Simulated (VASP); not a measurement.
# PtSe2 (P-3m1) in VASP: settings compared

The runs below take PtSe2 through single point, relaxation of cell and atoms, with r2SCAN+rVV10, r2SCAN, PBE+D4.

All numbers are computed with VASP 6.6.1; they aren't measurements. Logs are shortened: lines on timing, memory, paths and dates and some standing lists are left out, and cuts for length are marked.

## (1) The cell of the first run

The structure is trigonal, space group P-3m1 (No. 164). The conventional cell has a = 3.729 Å, b = 3.729 Å, c = 5.277 Å, α = 90.00°, β = 90.00°, γ = 120.00°. Pt (site symmetry -3m) has 6 Se at 2.51 Å within 3.3 Å. Within 3.3 Å of Se (site symmetry 3m) lie 3 Pt at 2.51 Å.

## (2) Single point, r2SCAN+rVV10

File POSCAR:

```
PtSe2
1.0
    3.7286503637      0.0000000000      0.0000000000
   -1.8643251819      3.2291059368      0.0000000000
    0.0000000000      0.0000000000      5.2771566385
Pt Se
1 2
Direct
    0.0000000000      0.0000000000      0.0000000000
    0.3333333333      0.6666666667      0.2462188963
    0.6666666667      0.3333333333      0.7537811037
```

File INCAR.step1:

```
PREC = Accurate ; ENCUT = 520
ISMEAR = -1 ; SIGMA = 0.02
LREAL = F ; LASPH = T
NELM = 80 ; NBANDS = 18
GGA = PE ; ALGO = Normal
EDIFF = 1E-4 ; LWAVE = T
LCHARG = F
```

File INCAR.step2:

```
PREC = Accurate ; ENCUT = 520
EDIFF = 1E-6 ; ISMEAR = -1
SIGMA = 0.02 ; LREAL = F
LASPH = T ; NELM = 80
ALGO = Normal ; ISIF = 2
LWAVE = F ; LCHARG = F
METAGGA = R2SCAN ; LMIXTAU = T
LUSE_VDW = T ; IVDW_NL = 2
BPARAM = 11.95 ; CPARAM = 0.0093
NBANDS = 18 ; ISTART = 1
```

File KPOINTS:

```
regular mesh
0
Gamma
  12 12 6
```

Potentials or basis: VASP PAW PBE potentials, release 64 (Pt, Se).

Started as:

```console
$ cat potpaw_PBE.64/Pt/POTCAR potpaw_PBE.64/Se/POTCAR > POTCAR
$ cp INCAR.step1 INCAR
$ mpirun -np 1 vasp_std > vasp.out
$ cp INCAR.step2 INCAR
$ mpirun -np 1 vasp_std > vasp.out
```

OUTCAR:

```text
PREC = Accurate
   ENCUT = 520
   EDIFF = 1E-6
   ISMEAR = -1
   LREAL = F
   LASPH = T
   NELM = 80
   ISIF = 2
   METAGGA = R2SCAN
   IVDW_NL = 2
   BPARAM = 11.95
   ISTART = 1

 ion  position               nearest neighbor table
   1  0.000  0.000  0.000-   2 2.51   3 2.51   3 2.51   2 2.51   3 2.51   2 2.51
   2  0.333  0.667  0.246-   1 2.51   1 2.51   1 2.51
   3  0.667  0.333  0.754-   1 2.51   1 2.51   1 2.51

  LATTYP: Found a hexagonal cell.
 ALAT       =     3.7286503637
 C/A-ratio  =     1.4152994043

  Lattice vectors:

 A1 = (   3.7286503637,   0.0000000000,   0.0000000000)
 A2 = (  -1.8643251819,   3.2291059368,   0.0000000000)
 A3 = (   0.0000000000,   0.0000000000,   5.2771566385)

Analysis of symmetry for initial positions (statically):
=====================================================================
 Subroutine PRICEL returns:
 Original cell was already a primitive cell.

 Routine SETGRP: Setting up the symmetry group for a
 hexagonal supercell.

 Subroutine GETGRP returns: Found 12 space group operations
 (whereof 12 operations were pure point group operations)
 out of a pool of 24 trial point group operations.

The static configuration has the point symmetry D_3d.

Analysis of symmetry for dynamics (positions and initial velocities):
=====================================================================
 Subroutine PRICEL returns:
 Original cell was already a primitive cell.

 Routine SETGRP: Setting up the symmetry group for a
 hexagonal supercell.

 Subroutine GETGRP returns: Found 12 space group operations
 (whereof 12 operations were pure point group operations)
 out of a pool of 24 trial point group operations.

The dynamic configuration has the point symmetry D_3d.

 Subroutine INISYM returns: Found 12 space group operations
 (whereof 12 operations are pure point group operations),
 and found     1 'primitive' translations

----------------------------------------------------------------------------------------

                                     Primitive cell

  volume of cell :      63.5381

  direct lattice vectors                    reciprocal lattice vectors
     3.728650364  0.000000000  0.000000000     0.268193556  0.154841622  0.000000000
    -1.864325182  3.229105937  0.000000000     0.000000000  0.309683243  0.000000000
     0.000000000  0.000000000  5.277156639     0.000000000  0.000000000  0.189495986

  length of vectors
     3.728650364  3.728650364  5.277156639     0.309683243  0.309683243  0.189495986

  position of ions in fractional coordinates (direct lattice)
     0.000000000  0.000000000  0.000000000
     0.333333333  0.666666667  0.246218896
     0.666666667  0.333333333  0.753781104

  ion indices of the primitive-cell ions
   primitive index   ion index
                 1           1
                 2           2
                 3           3

----------------------------------------------------------------------------------------

 KPOINTS: regular mesh

Automatic generation of k-mesh.
 Grid dimensions read from file:
 generate k-points for:   12   12    6

 Generating k-lattice:

  Cartesian coordinates                     Fractional coordinates (reciprocal lattice)
     0.022349463  0.012903468  0.000000000     0.083333333  0.000000000  0.000000000
     0.000000000  0.025806937  0.000000000     0.000000000  0.083333333  0.000000000
     0.000000000  0.000000000  0.031582664     0.000000000  0.000000000  0.166666667

  Length of vectors
     0.025806937  0.025806937  0.031582664

  Shift w.r.t. Gamma in fractional coordinates (k-lattice)
     0.000000000  0.000000000  0.000000000

 Subroutine IBZKPT returns following result:
 ===========================================

 Found    100 irreducible k-points:

 Following reciprocal coordinates:
            Coordinates               Weight
  0.000000  0.000000  0.000000      1.000000
  0.083333  0.000000  0.000000      6.000000
  0.166667  0.000000  0.000000      6.000000
  0.250000  0.000000  0.000000      6.000000
  0.333333  0.000000  0.000000      6.000000
  0.416667  0.000000  0.000000      6.000000
[... 16 lines left out ...]
  0.166667  0.000000  0.166667      6.000000
  0.000000  0.166667  0.166667      6.000000
 [... further k-points ...]
   k-points           NKPTS =    100   k-points in BZ     NKDIM =    100   number of bands    NBANDS=     18
   number of dos      NEDOS =    301   number of ions     NIONS =      3
   total plane-waves  NPLWV =  31360
   dimension x,y,z NGX =    28 NGY =   28 NGZ =   40
   dimension x,y,z NGXF=    56 NGYF=   56 NGZF=   80
   ions per type =               1   2
   NGX,Y,Z   is equivalent  to a cutoff of  12.48, 12.48, 12.60 a.u.
   NGXF,Y,Z  is equivalent  to a cutoff of  24.97, 24.97, 25.20 a.u.
 SYSTEM =  unknown system
   PREC   = accura    normal or accurate (medium, high low for compatibility)
   ISTART =      1    job   : 0-new  1-cont  2-samecut
   ICHARG =      0    charge: 1-file 2-atom 10-const
   ISPIN  =      1    spin polarized calculation?
   LNONCOLLINEAR =      F non collinear calculations
   LSORBIT =      F    spin-orbit coupling
   LASPH  =      T    aspherical Exc in radial PAW
   ENCUT  =  520.0 eV  38.22 Ry    6.18 a.u.   6.93  6.93  9.81*2*pi/ulx,y,z
   NELM   =     80;   NELMIN=  2; NELMDL=  0     # of ELM steps
   EDIFF  = 0.1E-05   stopping-criterion for ELM
   LREAL  =      F    real-space projection
   EDIFFG = 0.1E-04   stopping-criterion for IOM
   NSW    =      0    number of steps for IOM
   IBRION =     -1    ionic relax: 0-MD 1-quasi-New 2-CG
   NFREE  =      0    steps in history (QN), initial steepest desc. (CG)
   ISIF   =      2    stress and relaxation
   ISYM   =      2    0-nonsym 1-usesym 2-fastsym
   POTIM  = 0.5000    time-step for ionic-motion
   TEBEG  =    0.0;   TEEND  =   0.0 temperature during run
   PSTRESS=    0.0 pullay stress
   NELECT =      22.0000    total number of electrons
   NUPDOWN=      -1.0000    fix difference up-down
   EMIN   =  10.00;   EMAX   =-10.00  energy-range for DOS
   EFERMI =   0.00;   METHOD = LEGACY
   ISMEAR =    -1;   SIGMA  =   0.02  broadening in eV -4-tet -1-fermi 0-gaus
   EFERMI_NEDOS =   21; number of points for ismear=-14 and -15
   IALGO  =     38    algorithm
   IMIX   =      4    mixing-type and parameters
     AMIX     =   0.40;   BMIX     =  1.00
     AMIX_MAG =   1.60;   BMIX_MAG =  1.00
  volume/ion in A,a.u.               =      21.18       142.93
  Fermi-wavevector in a.u.,A,eV,Ry     =   1.149576  2.172384 17.980444  1.321525
  Thomas-Fermi vector in A             =   2.286245
   LORBIT       =      0    0 simple, 1 ext, 2 COOP (PROOUT), +10 PAW based schemes
   METAGGA = R2SCAN    functional components
   LHFCALC =     F    Hartree Fock is set to
   AEXX    =    0.0000 exact exchange contribution
   IVDW_NL    =     2    kernel type
   BPARAM     =11.9500
   IVDW    =     0    specifies the selected vdW correction
   LEPSILON=     F    determine dielectric tensor
   LRPA    =     F    only Hartree local field effects (RPA)
 non-spin polarized calculation
  energy-cutoff  :      520.00
  volume of cell :       63.54
 maximum number of plane-waves:      1728
   NGX = 13   NGY = 13   NGZ = 19

 number of electron      21.9999999 magnetization

 Free energy of the ion-electron system (eV)
  ---------------------------------------------------
  ext. energy  EPLUGINS =         0.00000000
  ---------------------------------------------------
  free energy    TOTEN  =       -81.01355813 eV

  energy without entropy =      -81.01321596  energy(sigma->0) =      -81.01338705

 E-fermi :   5.8473     XC(G=0): -11.0561

 val. band max:        5.8054372122   @ k =   0.0833   0.0000   0.0000
 cond. band min:       5.8759911902   @ k =   0.0000   0.2500   0.3333
 fundamental gap:      0.0705539780
 Fermi energy:         5.8472926121

 k-point     1 :       0.0000    0.0000    0.0000
  band No.  band energies     occupation
      1     -10.2560      2.00000
      2      -7.6622      2.00000
      3      -1.4624      2.00000
      4      -0.7362      2.00000
      5      -0.7362      2.00000
      6       1.6372      2.00000
[... 10 lines left out ...]
     17      13.5520      0.00000
     18      18.1075      0.00000

 k-point     2 :       0.0833    0.0000    0.0000
  band No.  band energies     occupation
      1     -10.1766      2.00000
      2      -7.6887      2.00000
      3      -1.3683      2.00000
      4      -0.6943      2.00000
      5      -0.6857      2.00000
      6       1.5381      2.00000
[... 10 lines left out ...]
     17      13.8213      0.00000
     18      16.8265      0.00000

 k-point     3 :       0.1667    0.0000    0.0000
  band No.  band energies     occupation
      1      -9.9468      2.00000
      2      -7.7633      2.00000
      3      -1.1030      2.00000
      4      -0.5604      2.00000
      5      -0.5478      2.00000
      6       1.1597      2.00000
[... 10 lines left out ...]
     17      14.4531      0.00000
     18      15.2879      0.00000

 k-point     4 :       0.2500    0.0000    0.0000
  band No.  band energies     occupation
      1      -9.5942      2.00000
      2      -7.8734      2.00000
      3      -0.7741      2.00000
      4      -0.3680      2.00000
      5      -0.2908      2.00000
      6       0.4561      2.00000
[... 375 lines left out ...]
      4      -0.6896      2.00000
      5      -0.6137      2.00000
      6       1.5153      2.00000
[... 10 lines left out ...]
     17      13.9987      0.00000
     18      15.8419      0.00000

 k-point    23 :       0.1667    0.0000    0.1667
  band No.  band energies     occupation
      1      -9.8583      2.00000
      2      -7.9360      2.00000
      3      -0.9760      2.00000
      4      -0.5151      2.00000
      5      -0.4604      2.00000
      6       1.2014      2.00000
[... 10 lines left out ...]
     17      13.9645      0.00000
     18      14.8507      0.00000

 k-point    24 :       0.0000    0.1667    0.1667
  band No.  band energies     occupation
      1      -9.8671      2.00000
      2      -7.9129      2.00000
      3      -1.1142      2.00000
      4      -0.5694      2.00000
      5      -0.3239      2.00000
      6       1.0691      2.00000
[... 10 lines left out ...]
     17      14.6111      0.00000
     18      14.9243      0.00000

 [... further k-points ...]

------------------------ aborting loop because EDIFF is reached ----------------------------------------

  FORCE on cell =-STRESS in cart. coord.  units (eV):
  Direction    XX          YY          ZZ          XY          YZ          ZX
  --------------------------------------------------------------------------------------
  -------------------------------------------------------------------------------------
  Total        0.2012021      0.2012021      0.1454590     -0.0000000      0.0000000      0.0000000
  in kB        5.0735174      5.0735174      3.6678987     -0.0000000      0.0000000      0.0000000
  external PRESSURE =       4.6049778 kB  Pullay stress =       0.0000000 kB

 VOLUME and BASIS-vectors are now :
 -----------------------------------------------------------------------------
  energy-cutoff  :      520.00
  volume of cell :       63.54
      direct lattice vectors                 reciprocal lattice vectors
     3.728650364  0.000000000  0.000000000     0.268193556  0.154841622  0.000000000
    -1.864325182  3.229105937  0.000000000     0.000000000  0.309683243  0.000000000
     0.000000000  0.000000000  5.277156639     0.000000000  0.000000000  0.189495986

 POSITION                                       TOTAL-FORCE (eV/Angst)
 -----------------------------------------------------------------------------------
      0.00000      0.00000      0.00000        -0.000000      0.000000      0.000000
     -0.00000      2.15274      1.29934         0.000000     -0.000000      0.037656
      1.86433      1.07637      3.97782        -0.000000      0.000000     -0.037656
 -----------------------------------------------------------------------------------
    total drift:                               -0.000000      0.000000      0.000000

  FREE ENERGIE OF THE ION-ELECTRON SYSTEM (eV)
  ---------------------------------------------------
  free  energy   TOTEN  =       -81.0135581338 eV

  energy  without entropy=      -81.0132159638  energy(sigma->0) =      -81.01338705
```

It took 6 min on 1 thread of Intel Xeon 6975P-C, shared host; peak memory 0.38 GiB.

Results:

```
Free energy            : -81.0136 eV
Pressure               : 0.5 GPa
Largest force          : 0.038 eV/Å
Band gap on the k mesh : zero (band 11 reaches 5.94 eV, above the bottom of band 12 at 5.88 eV)
```

Forces on the atoms (eV/Å):
```
Pt   0.000  0.000  0.000
Se   0.000  0.000  0.038
Se   0.000  0.000 -0.038
```

Stress tensor (GPa, compression positive):
```
0.51 0.00 0.00
0.00 0.51 0.00
0.00 0.00 0.37
```

Levels at points of the mesh, in eV from the Fermi level:
```csv
k point,band 9,band 10,band 11,band 12,band 13,band 14
"(0.00, 0.00, 0.00)",-1.18,-1.18,0.10,1.54,1.54,4.17
"(0.50, 0.00, 0.00)",-3.59,-3.51,-3.14,0.73,2.19,4.83
"(0.00, 0.00, 0.50)",-1.91,-1.52,-1.52,2.20,2.20,5.11
"(0.50, 0.00, 0.50)",-3.40,-2.95,-1.66,1.08,1.56,4.47
```

Caveat: the PAW data sets were made with another functional, which shifts forces and pressure a little; spin-orbit coupling is left out, which moves the levels of the heavy elements.

## (3) Single point, r2SCAN

POSCAR is that of step 2.

File INCAR.step1:

```
  ALGO = Normal
  EDIFF = 1E-4
  ENCUT = 520
  GGA = PE
  ISMEAR = -1
  LASPH = T
  LCHARG = F
  LREAL = F
  LWAVE = T
  NBANDS = 18
  NELM = 60
  PREC = Accurate
  SIGMA = 0.02
```

File INCAR.step2:

```
  ALGO = Normal
  EDIFF = 1E-6
  ENCUT = 520
  ISIF = 2
  ISMEAR = -1
  ISTART = 1
  LASPH = T
  LCHARG = F
  LMIXTAU = T
  LREAL = F
  LWAVE = F
  METAGGA = R2SCAN
  NBANDS = 18
  NELM = 60
  PREC = Accurate
  SIGMA = 0.02
```

File KPOINTS:

```
k-points
0
Gamma
  12 12 6
```

Potentials or basis: VASP PAW PBE potentials, release 64 (Pt, Se).

Started as:

```console
$ cat potpaw_PBE.64/Pt/POTCAR potpaw_PBE.64/Se/POTCAR > POTCAR
$ cp INCAR.step1 INCAR
$ mpirun -np 1 vasp_std > vasp.out
$ cp INCAR.step2 INCAR
$ mpirun -np 1 vasp_std > vasp.out
```

It took 5.6 min on 1 thread of Intel Xeon 6975P-C, shared host; peak memory 0.26 GiB.

Results (log left out):

```
Free energy            : -81.4720 eV
Pressure               : 1.4 GPa
Largest force          : 0.019 eV/Å
Band gap on the k mesh : zero (band 11 reaches 5.95 eV, above the bottom of band 12 at 5.89 eV)
```

Forces in eV/Å, atoms in the order of the input:
```
Pt   0.000  0.000  0.000
Se   0.000  0.000 -0.019
Se   0.000  0.000  0.019
```

Levels at points of the mesh, in eV from the Fermi level:
```csv
k point,band 8,band 9,band 10,band 11,band 12,band 13,band 14,band 15
"(0.00, 0.00, 0.00)",-2.83,-1.19,-1.19,0.09,1.53,1.53,4.22,4.51
"(0.50, 0.00, 0.00)",-3.70,-3.60,-3.51,-3.14,0.74,2.18,4.84,6.11
"(0.00, 0.00, 0.50)",-3.02,-1.92,-1.53,-1.53,2.19,2.19,5.14,6.49
"(0.50, 0.00, 0.50)",-3.71,-3.40,-2.95,-1.67,1.08,1.55,4.48,5.13
```

Caveat: the PAW data sets were made with another functional, which shifts forces and pressure a little; spin-orbit coupling is left out, which moves the levels of the heavy elements.

(Continued in part 2 of 2.)
